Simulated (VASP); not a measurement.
# TiN (dq13) (Fm-3m) in VASP: relaxation of cell and atoms with LDA

Aim: the relaxation of cell and atoms of TiN (dq13) with LDA.

All numbers are computed with VASP 6.6.1; they aren't measurements. Logs are shortened: lines on timing, memory, paths and dates and some standing lists are left out, and cuts for length are marked.

### 1 The cell of the first run

It takes space group Fm-3m (No. 225, cubic). The conventional cell has a = 4.172 Å, b = 4.172 Å, c = 4.172 Å, α = 90.00°, β = 90.00°, γ = 90.00°. Ti (site symmetry m-3m) has 6 N at 2.09 Å within 2.8 Å. Within 2.8 Å of N (site symmetry m-3m) lie 6 Ti at 2.09 Å.

### 2 Relaxation of cell and atoms, LDA

Input file INCAR:

```
PREC = Accurate ; ENCUT = 600
EDIFF = 1E-7 ; ISMEAR = -1
SIGMA = 0.15 ; LREAL = False
LASPH = True ; NELM = 120
ALGO = Normal ; ISIF = 3
LWAVE = False ; LCHARG = False
GGA = CA ; IBRION = 2
NSW = 80 ; EDIFFG = -0.001
GGA_COMPAT = False ; NELMIN = 4
```

Input file KPOINTS:

```
Automatic mesh
0
Gamma
  16 16 16
```

Input file POSCAR:

```
TiN
1.0
    0.0000000000      2.0859620326      2.0859620326
    2.0859620326      0.0000000000      2.0859620326
    2.0859620326      2.0859620326      0.0000000000
Ti N
1 1
Direct
    0.0000000000      0.0000000000      0.0000000000
    0.5000000000      0.5000000000      0.5000000000
```

Potentials or basis: VASP PAW LDA potentials, release 64 (Ti_sv, N).

On the command line:

```sh
$ cat potpaw_LDA.64/Ti_sv/POTCAR potpaw_LDA.64/N/POTCAR > POTCAR
$ mpirun -np 1 vasp_std > vasp.out
```

OUTCAR:

```text
PREC = Accurate
   ENCUT = 600
   EDIFF = 1E-7
   ISMEAR = -1
   LREAL = False
   LASPH = True
   NELM = 120
   ISIF = 3
   GGA = CA
   IBRION = 2
   NSW = 80
   EDIFFG = -0.001
   NELMIN = 4

 ion  position               nearest neighbor table
   1  0.000  0.000  0.000-   2 2.09   2 2.09   2 2.09   2 2.09   2 2.09   2 2.09
   2  0.500  0.500  0.500-   1 2.09   1 2.09   1 2.09   1 2.09   1 2.09   1 2.09

  LATTYP: Found a face centered cubic cell.
 ALAT       =     4.1719240652

  Lattice vectors:

 A1 = (   0.0000000000,   2.0859620326,   2.0859620326)
 A2 = (   2.0859620326,   0.0000000000,   2.0859620326)
 A3 = (   2.0859620326,   2.0859620326,   0.0000000000)

Analysis of symmetry for initial positions (statically):
=====================================================================
 Subroutine PRICEL returns:
 Original cell was already a primitive cell.

 Routine SETGRP: Setting up the symmetry group for a
 face centered cubic supercell.

 Subroutine GETGRP returns: Found 48 space group operations
 (whereof 48 operations were pure point group operations)
 out of a pool of 48 trial point group operations.

The static configuration has the point symmetry O_h .

Analysis of symmetry for dynamics (positions and initial velocities):
=====================================================================
 Subroutine PRICEL returns:
 Original cell was already a primitive cell.

 Routine SETGRP: Setting up the symmetry group for a
 face centered cubic supercell.

 Subroutine GETGRP returns: Found 48 space group operations
 (whereof 48 operations were pure point group operations)
 out of a pool of 48 trial point group operations.

The dynamic configuration has the point symmetry O_h .

 Subroutine INISYM returns: Found 48 space group operations
 (whereof 48 operations are pure point group operations),
 and found     1 'primitive' translations

----------------------------------------------------------------------------------------

                                     Primitive cell

  volume of cell :      18.1530

  direct lattice vectors                    reciprocal lattice vectors
     0.000000000  2.085962033  2.085962033    -0.239697555  0.239697555  0.239697555
     2.085962033  0.000000000  2.085962033     0.239697555 -0.239697555  0.239697555
     2.085962033  2.085962033  0.000000000     0.239697555  0.239697555 -0.239697555

[... 109 lines left out ...]
   LHFCALC =     F    Hartree Fock is set to
   AEXX    =    0.0000 exact exchange contribution
   IVDW    =     0    specifies the selected vdW correction
   LEPSILON=     F    determine dielectric tensor
   LRPA    =     F    only Hartree local field effects (RPA)
 conjugate gradient relaxation of ions
 non-spin polarized calculation
  energy-cutoff  :      600.00
  volume of cell :       18.15
 maximum number of plane-waves:       620
   NGX = 11   NGY = 11   NGZ = 11

--------------------------------------- Ionic step        1  -------------------------------------------

 number of electron      16.9999996 magnetization

 Free energy of the ion-electron system (eV)
  ---------------------------------------------------
  ext. energy  EPLUGINS =         0.00000000
  ---------------------------------------------------
  free energy    TOTEN  =       -21.70145298 eV

  energy without entropy =      -21.64357987  energy(sigma->0) =      -21.67251642

------------------------ aborting loop because EDIFF is reached ----------------------------------------

  FORCE on cell =-STRESS in cart. coord.  units (eV):
  Direction    XX          YY          ZZ          XY          YZ          ZX
  --------------------------------------------------------------------------------------
  -------------------------------------------------------------------------------------
  Total        0.1433526      0.1433526      0.1433526     -0.0000000      0.0000000      0.0000000
  in kB       12.6522226     12.6522226     12.6522226     -0.0000000      0.0000000      0.0000000
  external PRESSURE =      12.6522226 kB  Pullay stress =       0.0000000 kB
[... 89 lines left out ...]
  FREE ENERGIE OF THE ION-ELECTRON SYSTEM (eV)
  ---------------------------------------------------
  free  energy   TOTEN  =       -21.7017387548 eV

  energy  without entropy=      -21.6435259426  energy(sigma->0) =      -21.67263235

[... ionic steps 4 to 13 ...]

--------------------------------------- Ionic step       14  -------------------------------------------

 number of electron      16.9999996 magnetization

------------------------ aborting loop because EDIFF is reached ----------------------------------------
[... 67 lines left out ...]
--------------------------------------- Ionic step       16  -------------------------------------------

 number of electron      16.9999996 magnetization

 Free energy of the ion-electron system (eV)
  ---------------------------------------------------
  ext. energy  EPLUGINS =         0.00000000
  ---------------------------------------------------
  free energy    TOTEN  =       -21.70173869 eV

  energy without entropy =      -21.64352153  energy(sigma->0) =      -21.67263011

 E-fermi :  11.7866     XC(G=0): -13.6233

 val. band max:       11.7863757186   @ k =   0.1250   0.0000   0.0000
 cond. band min:      11.7902012275   @ k =  -0.3750   0.4375   0.1875
 fundamental gap:      0.0038255089
 Fermi energy:        11.7866348757

 k-point     1 :       0.0000    0.0000    0.0000
  band No.  band energies     occupation
      1     -45.2660      2.00000
      2     -21.5856      2.00000
      3     -21.5856      2.00000
      4     -21.5856      2.00000
      5      -5.2991      2.00000
      6       9.7537      2.00000
      7       9.7537      2.00000
      8       9.7537      2.00000
      9      11.1257      1.97589
     10      11.1257      1.97589
     11      11.1257      1.97589
     12      12.4097      0.03093
[... 331 lines left out ...]
 k-point    24 :      -0.0625    0.0625    0.0000
  band No.  band energies     occupation
      1     -45.2536      2.00000
      2     -21.6617      2.00000
      3     -21.6049      2.00000
      4     -21.5866      2.00000
      5      -5.0789      2.00000
      6       8.6334      2.00000
      7       8.8413      2.00000
      8       9.1737      2.00000
      9      11.2511      1.94525
     10      11.5779      1.60167
     11      11.6888      1.31516
     12      12.8911      0.00127

 [... further k-points ...]
[... 5 lines left out ...]
  --------------------------------------------------------------------------------------
  -------------------------------------------------------------------------------------
  Total       -0.0003512     -0.0003512     -0.0003512     -0.0000000      0.0000000      0.0000000
  in kB       -0.0308716     -0.0308716     -0.0308716     -0.0000000      0.0000000      0.0000000
  external PRESSURE =      -0.0308716 kB  Pullay stress =       0.0000000 kB
[... 17 lines left out ...]
  FREE ENERGIE OF THE ION-ELECTRON SYSTEM (eV)
  ---------------------------------------------------
  free  energy   TOTEN  =       -21.7017386892 eV

  energy  without entropy=      -21.6435215318  energy(sigma->0) =      -21.67263011

 reached required accuracy - stopping structural energy minimisation
```

OSZICAR:

```text
N       E                     dE             d eps       ncg     rms          rms(c)
DAV:   1     0.152114676748E+03    0.15211E+03   -0.98498E+03  3480   0.187E+03
DAV:   2    -0.132971974063E+02   -0.16541E+03   -0.15854E+03  3644   0.445E+02
[... 109 lines left out ...]
  15 F= -.21701739E+02 E0= -.21672634E+02  d E =-.265450E-06
       N       E                     dE             d eps       ncg     rms          rms(c)
DAV:   1    -0.217017400284E+02   -0.12865E-05   -0.35107E-05  3504   0.987E-02    0.112E-02
DAV:   2    -0.217017387975E+02    0.12310E-05   -0.48655E-06  3680   0.365E-02    0.298E-03
DAV:   3    -0.217017386703E+02    0.12718E-06   -0.94860E-07  3436   0.873E-03    0.910E-04
DAV:   4    -0.217017386892E+02   -0.18915E-07   -0.26150E-07  3116   0.580E-03
  16 F= -.21701739E+02 E0= -.21672630E+02  d E =-.207823E-06
```

Wall time 1.7 min (1 thread of Intel Xeon 6975P-C, shared host); peak memory 0.17 GiB.

Results:

- Free energy: -21.7017 eV
- Relaxed volume: 9.11 Å³/atom
- Relaxed cell: a = 2.954 Å, b = 2.954 Å, c = 2.954 Å, α = 60.00°, β = 60.00°, γ = 60.00°
- Space group after relaxing (to 0.05 Å): Fm-3m (No. 225)
- Energy gained by relaxing: 0.1 meV/atom
- Ionic steps: 16
- Pressure after relaxing: 0.0 GPa

The path:
```
step  energy change (eV)  largest force (eV/Å)  pressure (GPa)  volume (Å³)
   1              0.0000                0.0000            1.27        18.15
   2              0.0004                0.0000           -1.98        18.34
   3             -0.0003                0.0000           -0.05        18.23
   4             -0.0003                0.0000            0.03        18.22
   5             -0.0003                0.0000            0.04        18.22
   6             -0.0003                0.0000            0.04        18.22
   7             -0.0003                0.0000            0.04        18.22
   8             -0.0003                0.0000            0.04        18.22
   9             -0.0003                0.0000            0.04        18.22
  10             -0.0003                0.0000            0.04        18.22
  11             -0.0003                0.0000            0.04        18.22
  12             -0.0003                0.0000            0.04        18.22
  13             -0.0003                0.0000            0.03        18.22
  14             -0.0003                0.0000            0.03        18.22
  15             -0.0003                0.0000            0.02        18.22
  16             -0.0003                0.0000            0.00        18.23
```

Final structure:
```
Ti N
1.0
     0.00000    2.08877    2.08877
     2.08877    0.00000    2.08877
     2.08877    2.08877    0.00000
Ti N
1 1
Direct
  0.00000 0.00000 0.00000
  0.50000 0.50000 0.50000
```

Levels at points of the mesh, in eV from the Fermi level:
```
           k point  band 4  band 5  band 6  band 7  band 8  band 9  band 10  band 11  band 12
(0.00, 0.00, 0.00)  -33.37  -17.09   -2.03   -2.03   -2.03   -0.66    -0.66    -0.66     0.62
(0.50, 0.00, 0.00)  -33.44  -14.35   -8.32   -5.69   -5.69    1.84     1.84     2.57     6.14
(0.50, 0.50, 0.00)  -33.62  -15.65   -5.84   -3.28   -3.22   -3.22     1.77     2.60     2.60
```
